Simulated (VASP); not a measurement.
# SiC (R3m) in VASP: further runs

SiC is run at these levels: PBE, r2SCAN; tasks: single point.

Program: VASP 6.6.1. These are calculated values, not measurements. Logs are shortened: lines on timing, memory, paths and dates and some standing lists are left out, and cuts for length are marked.

**1. The cell of the first run**

The structure is trigonal, space group R3m (No. 160). Conventional cell: a = 3.019 Å, b = 3.019 Å, c = 7.575 Å, α = 90.00°, β = 90.00°, γ = 120.00°. Within 2.5 Å of Si (site symmetry 3m) lie 4 C at 1.86 to 1.88 Å. C (site symmetry 3m) has 4 Si at 1.86 to 1.88 Å within 2.5 Å.

**2. Single point, PBE (epitaxial 111 strain -2.0%)**

The input, INCAR:

```
SYSTEM = SiC
PREC = Accurate ; ENCUT = 520
EDIFF = 1E-7 ; ISMEAR = -1
SIGMA = 0.02 ; LREAL = .FALSE.
LASPH = .TRUE. ; NELM = 100
ALGO = Normal ; ISIF = 2
LWAVE = .FALSE. ; LCHARG = .FALSE.
GGA = PE ; NBANDS = 11
```

The input, KPOINTS:

```
regular mesh
0
G
  10 10 10
  0 0 0
```

The input, POSCAR:

```
SiC
1.0
    0.0348378013      2.1693291053      2.1693291053
    2.1693291053      0.0348378013      2.1693291053
    2.1693291053      2.1693291053      0.0348378013
Si C
1 1
Direct
    0.0008006757      0.0008006757      0.0008006757
    0.2491993243      0.2491993243      0.2491993243
```

Potentials or basis: VASP PAW PBE potentials, release 64 (Si, C).

The run is started by

```bash
$ cat potpaw_PBE.64/Si/POTCAR potpaw_PBE.64/C/POTCAR > POTCAR
$ mpirun -np 1 vasp_std > vasp.out
```

OUTCAR:

```text
SYSTEM = SiC
   PREC = Accurate
   ENCUT = 520
   EDIFF = 1E-7
   ISMEAR = -1
   LREAL = .FALSE.
   LASPH = .TRUE.
   NELM = 100
   ISIF = 2
   GGA = PE

 ion  position               nearest neighbor table
   1  0.001  0.001  0.001-   2 1.86   2 1.86   2 1.86   2 1.88
   2  0.249  0.249  0.249-   1 1.86   1 1.86   1 1.86   1 1.88

  LATTYP: Found a trigonal (rhomboedric) cell.
 ALAT       =     3.0680924378
 COS(alpha) =     0.5159927142

  Lattice vectors:

 A1 = (   0.0348378013,   2.1693291053,   2.1693291053)
 A2 = (   2.1693291053,   0.0348378013,   2.1693291053)
 A3 = (   2.1693291053,   2.1693291053,   0.0348378013)

Analysis of symmetry for initial positions (statically):
=====================================================================
 Subroutine PRICEL returns:
 Original cell was already a primitive cell.

 Routine SETGRP: Setting up the symmetry group for a
 trigonal (rhombohedral) supercell.

 Subroutine GETGRP returns: Found  6 space group operations
 (whereof  6 operations were pure point group operations)
 out of a pool of 12 trial point group operations.

The static configuration has the point symmetry C_3v.

Analysis of symmetry for dynamics (positions and initial velocities):
=====================================================================
 Subroutine PRICEL returns:
 Original cell was already a primitive cell.

 Routine SETGRP: Setting up the symmetry group for a
 trigonal (rhombohedral) supercell.

 Subroutine GETGRP returns: Found  6 space group operations
 (whereof  6 operations were pure point group operations)
 out of a pool of 12 trial point group operations.

The dynamic configuration has the point symmetry C_3v.

 Subroutine INISYM returns: Found  6 space group operations
 (whereof  6 operations are pure point group operations),
 and found     1 'primitive' translations

----------------------------------------------------------------------------------------

                                     Primitive cell

  volume of cell :      19.9259

  direct lattice vectors                    reciprocal lattice vectors
     0.034837801  2.169329105  2.169329105    -0.236113790  0.232381911  0.232381911
     2.169329105  0.034837801  2.169329105     0.232381911 -0.236113790  0.232381911
     2.169329105  2.169329105  0.034837801     0.232381911  0.232381911 -0.236113790

  length of vectors
     3.068092438  3.068092438  3.068092438     0.404663350  0.404663350  0.404663350

  position of ions in fractional coordinates (direct lattice)
     0.000800676  0.000800676  0.000800676
     0.249199324  0.249199324  0.249199324

  ion indices of the primitive-cell ions
   primitive index   ion index
                 1           1
                 2           2

----------------------------------------------------------------------------------------

 KPOINTS: regular mesh

Automatic generation of k-mesh.
 Grid dimensions read from file:
 generate k-points for:   10   10   10

 Generating k-lattice:

  Cartesian coordinates                     Fractional coordinates (reciprocal lattice)
    -0.023611379  0.023238191  0.023238191     0.100000000  0.000000000  0.000000000
     0.023238191 -0.023611379  0.023238191     0.000000000  0.100000000  0.000000000
     0.023238191  0.023238191 -0.023611379     0.000000000  0.000000000  0.100000000

  Length of vectors
     0.040466335  0.040466335  0.040466335

  Shift w.r.t. Gamma in fractional coordinates (k-lattice)
     0.000000000  0.000000000  0.000000000

 Subroutine IBZKPT returns following result:
 ===========================================

 Found    116 irreducible k-points:

 Following reciprocal coordinates:
            Coordinates               Weight
  0.000000  0.000000  0.000000      1.000000
  0.100000  0.000000  0.000000      6.000000
  0.200000  0.000000  0.000000      6.000000
  0.300000  0.000000  0.000000      6.000000
  0.400000  0.000000  0.000000      6.000000
  0.500000 -0.000000  0.000000      3.000000
[... 16 lines left out ...]
  0.300000  0.300000  0.000000      6.000000
  0.400000  0.300000 -0.000000     12.000000
 [... further k-points ...]
   k-points           NKPTS =    116   k-points in BZ     NKDIM =    116   number of bands    NBANDS=     11
   number of dos      NEDOS =    301   number of ions     NIONS =      2
   total plane-waves  NPLWV =  13824
   dimension x,y,z NGX =    24 NGY =   24 NGZ =   24
   dimension x,y,z NGXF=    48 NGYF=   48 NGZF=   48
   ions per type =               1   1
   NGX,Y,Z   is equivalent  to a cutoff of  13.00, 13.00, 13.00 a.u.
   NGXF,Y,Z  is equivalent  to a cutoff of  26.01, 26.01, 26.01 a.u.
 SYSTEM =  SiC
   PREC   = accura    normal or accurate (medium, high low for compatibility)
   ISTART =      0    job   : 0-new  1-cont  2-samecut
   ICHARG =      2    charge: 1-file 2-atom 10-const
   ISPIN  =      1    spin polarized calculation?
   LNONCOLLINEAR =      F non collinear calculations
   LSORBIT =      F    spin-orbit coupling
   LASPH  =      T    aspherical Exc in radial PAW
   ENCUT  =  520.0 eV  38.22 Ry    6.18 a.u.   5.70  5.70  5.70*2*pi/ulx,y,z
   NELM   =    100;   NELMIN=  2; NELMDL= -5     # of ELM steps
   EDIFF  = 0.1E-06   stopping-criterion for ELM
   LREAL  =      F    real-space projection
   EDIFFG = 0.1E-05   stopping-criterion for IOM
   NSW    =      0    number of steps for IOM
   IBRION =     -1    ionic relax: 0-MD 1-quasi-New 2-CG
   NFREE  =      0    steps in history (QN), initial steepest desc. (CG)
   ISIF   =      2    stress and relaxation
   ISYM   =      2    0-nonsym 1-usesym 2-fastsym
   POTIM  = 0.5000    time-step for ionic-motion
   TEBEG  =    0.0;   TEEND  =   0.0 temperature during run
   PSTRESS=    0.0 pullay stress
   NELECT =       8.0000    total number of electrons
   NUPDOWN=      -1.0000    fix difference up-down
   EMIN   =  10.00;   EMAX   =-10.00  energy-range for DOS
   EFERMI =   0.00;   METHOD = LEGACY
   ISMEAR =    -1;   SIGMA  =   0.02  broadening in eV -4-tet -1-fermi 0-gaus
   EFERMI_NEDOS =   21; number of points for ismear=-14 and -15
   IALGO  =     38    algorithm
   IMIX   =      4    mixing-type and parameters
     AMIX     =   0.40;   BMIX     =  1.00
     AMIX_MAG =   1.60;   BMIX_MAG =  1.00
  volume/ion in A,a.u.               =       9.96        67.23
  Fermi-wavevector in a.u.,A,eV,Ry     =   1.207718  2.282257 19.845234  1.458584
  Thomas-Fermi vector in A             =   2.343348
   LORBIT       =      0    0 simple, 1 ext, 2 COOP (PROOUT), +10 PAW based schemes
   GGA     = PE    functional components
   LHFCALC =     F    Hartree Fock is set to
   AEXX    =    0.0000 exact exchange contribution
   IVDW    =     0    specifies the selected vdW correction
   LEPSILON=     F    determine dielectric tensor
   LRPA    =     F    only Hartree local field effects (RPA)
 non-spin polarized calculation
  energy-cutoff  :      520.00
  volume of cell :       19.93
 maximum number of plane-waves:       552
   NGX = 11   NGY = 11   NGZ = 11

 number of electron       8.0000000 magnetization

 Free energy of the ion-electron system (eV)
  ---------------------------------------------------
  ext. energy  EPLUGINS =         0.00000000
  ---------------------------------------------------
  free energy    TOTEN  =       -15.00817980 eV

  energy without entropy =      -15.00817980  energy(sigma->0) =      -15.00817980

 E-fermi :   9.0729     XC(G=0): -11.5220

 val. band max:        8.6249362707   @ k =   0.0000   0.0000   0.0000
 cond. band min:       9.8428890753   @ k =   0.5000   0.5000   0.0000
 fundamental gap:      1.2179528045
 Fermi energy:         9.0729182973

 k-point     1 :       0.0000    0.0000    0.0000
  band No.  band energies     occupation
      1      -7.1670      2.00000
      2       8.3632      2.00000
      3       8.6249      2.00000
      4       8.6249      2.00000
      5      14.9567      0.00000
      6      16.0184      0.00000
      7      16.2938      0.00000
      8      16.2938      0.00000
      9      23.2688      0.00000
     10      23.2688      0.00000
     11      25.5970      0.00000

 k-point     2 :       0.1000    0.0000    0.0000
  band No.  band energies     occupation
      1      -6.9632      2.00000
      2       7.5886      2.00000
      3       8.2656      2.00000
      4       8.4806      2.00000
      5      15.1270      0.00000
      6      16.2297      0.00000
      7      16.5380      0.00000
      8      16.6638      0.00000
      9      22.1949      0.00000
     10      22.3323      0.00000
     11      25.1388      0.00000

 k-point     3 :       0.2000    0.0000    0.0000
  band No.  band energies     occupation
      1      -6.3603      2.00000
      2       5.4465      2.00000
      3       7.9566      2.00000
      4       8.1492      2.00000
      5      14.9217      0.00000
      6      16.4925      0.00000
      7      16.8473      0.00000
      8      17.8237      0.00000
      9      21.4069      0.00000
     10      21.7562      0.00000
     11      24.2244      0.00000

 k-point     4 :       0.3000    0.0000    0.0000
  band No.  band energies     occupation
      1      -5.3930      2.00000
      2       3.0692      2.00000
      3       7.6481      2.00000
      4       7.8073      2.00000
      5      14.5376      0.00000
      6      16.3309      0.00000
      7      16.5995      0.00000
      8      18.6339      0.00000
      9      22.2067      0.00000
     10      22.7625      0.00000
     11      24.0597      0.00000
[... 239 lines left out ...]
 k-point    22 :      -0.2000    0.2000    0.0000
  band No.  band energies     occupation
      1      -5.0580      2.00000
      2       3.7054      2.00000
      3       5.2915      2.00000
      4       7.8175      2.00000
      5      15.2102      0.00000
      6      16.5322      0.00000
      7      17.0945      0.00000
      8      18.0979      0.00000
      9      20.0702      0.00000
     10      24.5228      0.00000
     11      28.2059      0.00000

 k-point    23 :       0.3000    0.3000    0.0000
  band No.  band energies     occupation
      1      -4.8231      2.00000
      2       4.1680      2.00000
      3       5.9855      2.00000
      4       6.2612      2.00000
      5      11.7538      0.00000
      6      14.3113      0.00000
      7      20.3178      0.00000
      8      20.4868      0.00000
      9      21.4855      0.00000
     10      25.9310      0.00000
     11      30.4933      0.00000

 k-point    24 :       0.4000    0.3000   -0.0000
  band No.  band energies     occupation
      1      -3.9209      2.00000
      2       2.9408      2.00000
      3       5.4073      2.00000
      4       5.7166      2.00000
      5      11.3779      0.00000
      6      14.4009      0.00000
      7      20.4914      0.00000
      8      20.8704      0.00000
      9      22.7611      0.00000
     10      26.9608      0.00000
     11      30.3713      0.00000

 [... further k-points ...]
[... 5 lines left out ...]
  --------------------------------------------------------------------------------------
  -------------------------------------------------------------------------------------
  Total        1.5417051      1.5417051      1.5417051     -0.5371819     -0.5371819     -0.5371819
  in kB      123.9636527    123.9636527    123.9636527    -43.1931061    -43.1931061    -43.1931061
  external PRESSURE =     123.9636527 kB  Pullay stress =       0.0000000 kB

 VOLUME and BASIS-vectors are now :
 -----------------------------------------------------------------------------
  energy-cutoff  :      520.00
  volume of cell :       19.93
      direct lattice vectors                 reciprocal lattice vectors
     0.034837801  2.169329105  2.169329105    -0.236113790  0.232381911  0.232381911
     2.169329105  0.034837801  2.169329105     0.232381911 -0.236113790  0.232381911
     2.169329105  2.169329105  0.034837801     0.232381911  0.232381911 -0.236113790

 POSITION                                       TOTAL-FORCE (eV/Angst)
 -----------------------------------------------------------------------------------
      0.00350      0.00350      0.00350         0.014408      0.014408      0.014408
      1.08987      1.08987      1.08987        -0.014408     -0.014408     -0.014408
 -----------------------------------------------------------------------------------
    total drift:                                0.000052      0.000052      0.000052

  FREE ENERGIE OF THE ION-ELECTRON SYSTEM (eV)
  ---------------------------------------------------
  free  energy   TOTEN  =       -15.0081798003 eV

  energy  without entropy=      -15.0081798003  energy(sigma->0) =      -15.00817980
```

Wall time 42 s (1 thread of Intel Xeon 8259CL, shared host); peak memory 0.12 GiB.

Results:

```
Free energy            : -15.0082 eV
Pressure               : 12.4 GPa
Largest force          : 0.025 eV/Å
Band gap on the k mesh : 1.22 eV, indirect (least direct gap 4.41 eV)
```

Forces on the atoms (eV/Å):
```
Si   0.014  0.014  0.014
C   -0.014 -0.014 -0.014
```

Caveat: the cell differs from its parent crystal (epitaxial 111 strain -2.0%). A k mesh can miss the band edges.

**3. Single point, r2SCAN (epitaxial 111 strain +4.0%)**

The input, POSCAR:

```
SiC
1.0
   -0.0678959875      2.1972784576      2.1972784576
    2.1972784576     -0.0678959875      2.1972784576
    2.1972784576      2.1972784576     -0.0678959875
Si C
1 1
Direct
   -0.0010698463     -0.0010698463     -0.0010698463
    0.2510698463      0.2510698463      0.2510698463
```

The input, INCAR.step1:

```
ALGO     = Normal         # electronic algorithm
EDIFF    = 1E-4           # SCF threshold, eV
ENCUT    = 520            # plane-wave cutoff, eV
GGA      = PE             # functional
ISMEAR   = 0              # smearing method
LASPH    = True           # aspherical terms in the spheres
LCHARG   = False          # write CHGCAR
LREAL    = False          # projectors in reciprocal space
LWAVE    = True           # write WAVECAR
NBANDS   = 11             # bands
NELM     = 100            # most SCF steps
PREC     = Accurate       # precision mode
SIGMA    = 0.01           # smearing width, eV
```

The input, INCAR.step2:

```
ALGO     = Normal         # electronic algorithm
EDIFF    = 1E-6           # SCF threshold, eV
ENCUT    = 520            # plane-wave cutoff, eV
ISIF     = 2              # what is computed and relaxed
ISMEAR   = 0              # smearing method
ISTART   = 1            
LASPH    = True           # aspherical terms in the spheres
LCHARG   = False          # write CHGCAR
LMIXTAU  = True         
LREAL    = False          # projectors in reciprocal space
LWAVE    = False          # write WAVECAR
METAGGA  = R2SCAN         # meta-GGA
NBANDS   = 11             # bands
NELM     = 100            # most SCF steps
PREC     = Accurate       # precision mode
SIGMA    = 0.01           # smearing width, eV
```

The input, KPOINTS:

```
k-points
0
Gamma
  10 10 10
```

Potentials or basis: VASP PAW PBE potentials, release 64 (Si, C).

The run is started by

```bash
$ cat potpaw_PBE.64/Si/POTCAR potpaw_PBE.64/C/POTCAR > POTCAR
$ cp INCAR.step1 INCAR
$ mpirun -np 1 vasp_std > vasp.out
$ cp INCAR.step2 INCAR
$ mpirun -np 1 vasp_std > vasp.out
```

Run time: 2 min. Hardware: 1 thread of AMD EPYC 7R13, shared host; peak memory 0.13 GiB.

The run converged. Its results:

```
Free energy            : -19.2100 eV
Pressure               : -13.9 GPa
Largest force          : 0.004 eV/Å
Band gap on the k mesh : 1.50 eV, indirect (least direct gap 4.65 eV)
```

Forces on the atoms (eV/Å):
```
Si  -0.002 -0.002 -0.002
C    0.002  0.002  0.002
```

Stress tensor (GPa, compression positive):
```
-13.90   6.95   6.95
  6.95 -13.90   6.95
  6.95   6.95 -13.90
```

Levels at points of the mesh, in eV from the valence-band top:
| k point | band 1 | band 2 | band 3 | band 4 | band 5 | band 6 | band 7 | band 8 | band 9 |
| --- | --- | --- | --- | --- | --- | --- | --- | --- | --- |
| (0.00, 0.00, 0.00) | -15.86 | -0.33 | -0.33 | 0.00 | 5.43 | 6.81 | 6.81 | 8.10 | 14.58 |
| (0.50, 0.00, 0.00) | -12.59 | -8.70 | -1.27 | -1.15 | 5.28 | 7.12 | 7.63 | 10.39 | 16.17 |
| (0.50, 0.50, 0.00) | -11.09 | -8.05 | -3.66 | -3.15 | 1.50 | 4.40 | 13.73 | 14.03 | 15.04 |
| (0.50, 0.50, 0.50) | -12.16 | -8.53 | -1.58 | -1.58 | 4.44 | 6.83 | 6.83 | 10.07 | 16.40 |

Caveat: the cell differs from its parent crystal (epitaxial 111 strain +4.0%); the PAW data sets were made with another functional, which shifts forces and pressure a little. A k mesh can miss the band edges.
